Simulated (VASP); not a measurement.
Write the native input for VASP 6.6.1 that does the following.

```
Task                               : single point
Functional                         : HF
Potentials or basis                : VASP PAW PBE potentials, release 64 (Ti_sv)
Cutoff                             : 520 eV
k mesh                             : 6 × 6 × 6
Occupations                        : fermi-dirac, width 0.05 eV
Spin                               : no spin polarisation
Dipole correction                  : no
Grid for exact exchange (PRECFOCK) : Normal
Further INCAR settings             : ALGO = Normal; EDIFF = 1e-06; NBANDS = 12
```

Crystal: Ti.

```xyz
1
Lattice="0.0000 2.1124 2.1124 2.1124 0.0000 2.1124 2.1124 2.1124 0.0000" Properties=species:S:1:pos:R:3 pbc="T T T"
Ti    0.0000    0.0000    0.0000
```

The input as run:

POSCAR

```
Ti
1.0
    0.0000000000      2.1123845668      2.1123845668
    2.1123845668      0.0000000000      2.1123845668
    2.1123845668      2.1123845668      0.0000000000
Ti
1
Direct
    0.0000000000      0.0000000000      0.0000000000
```

INCAR.step1

```
ALGO = Normal ; EDIFF = 1E-5
ENCUT = 520 ; GGA = PE
ISIF = 2 ; ISMEAR = -1
LASPH = True ; LCHARG = False
LREAL = False ; LWAVE = True
NBANDS = 12 ; NELM = 80
PREC = Accurate ; SIGMA = 0.05
```

INCAR.step2

```
AEXX = 1.0 ; AGGAC = 0.0
ALDAC = 0.0 ; ALGO = Normal
EDIFF = 1E-6 ; ENCUT = 520
GGA = PE ; ISIF = 2
ISMEAR = -1 ; ISTART = 1
LASPH = True ; LCHARG = False
LHFCALC = True ; LREAL = False
LWAVE = False ; NBANDS = 12
NELM = 80 ; PREC = Accurate
PRECFOCK = Normal ; SIGMA = 0.05
```

KPOINTS

```
k-points
0
Gamma
  6 6 6
```

Potentials or basis: VASP PAW PBE potentials, release 64 (Ti_sv).

Command:

```sh
$ cat potpaw_PBE.64/Ti_sv/POTCAR > POTCAR
$ cp INCAR.step1 INCAR
$ mpirun -np 1 vasp_std > vasp.out
$ cp INCAR.step2 INCAR
$ mpirun -np 1 vasp_std > vasp.out
```

It gave:

```yaml
Pressure: -4.9 GPa
Band_gap_on_the_k_mesh: zero (band 6 reaches 13.86 eV, above the bottom of band 7 at 8.12 eV)
```

Caveat: the k points lie up to 0.43 Å⁻¹ apart; the PAW data sets were made with another functional, which shifts forces and pressure a little.

Run time: 15 min on 1 thread of AMD EPYC 7R13 Processor (Zen 3) (shared host), peak memory 0.12 GiB.
